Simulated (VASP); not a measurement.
Runs of VASP 6.6.1 on TlCl. The structure is that of space group Pm-3m (No. 221), or close to it. The cells are those of the table. 

| level | cell | cutoff (eV) | gap on the mesh (eV) | pressure (GPa) |
| --- | --- | --- | --- | --- |
| PBE | a = 3.820 Å, 2 atoms | 500 | 2.05 | 1.5 |
| r2SCAN | a = 3.914 Å, 2 atoms | 550 | 2.65 | -1.5 |
| PBE | a = 3.938 Å, 2 atoms | 500 | 2.27 | -0.7 |
| r2SCAN | a = 3.839 Å, 2 atoms | 550 | 2.52 | -0.1 |
| r2SCAN | a = 3.877 Å, 2 atoms | 550 | (a) | -0.8 |
| r2SCAN | a = 3.800 Å, 2 atoms | 550 | (d) | (b) |
| PBE | a = 3.839 Å, 2 atoms | 500 | (c) | 1.1 |
| PBE | a = 3.976 Å, 2 atoms | 500 | 2.33 | -1.2 |

Alike in all rows: task single point; potentials or basis VASP PAW PBE potentials, release 64 (Tl_d, Cl); no spin polarisation; k mesh 6 × 6 × 6; smearing gaussian 0.01 eV.

**Question.** Estimate the missing entries.

**Answer.** (a) 2.59; (b) 0.9; (c) 2.09; (d) 2.44.

Caveats: spin-orbit coupling is left out, which moves the levels of the heavy elements; the PAW data sets were made with another functional, which shifts forces and pressure a little (some runs).

A k mesh can miss the band edges, and the runs leave out spin-orbit coupling on Tl.
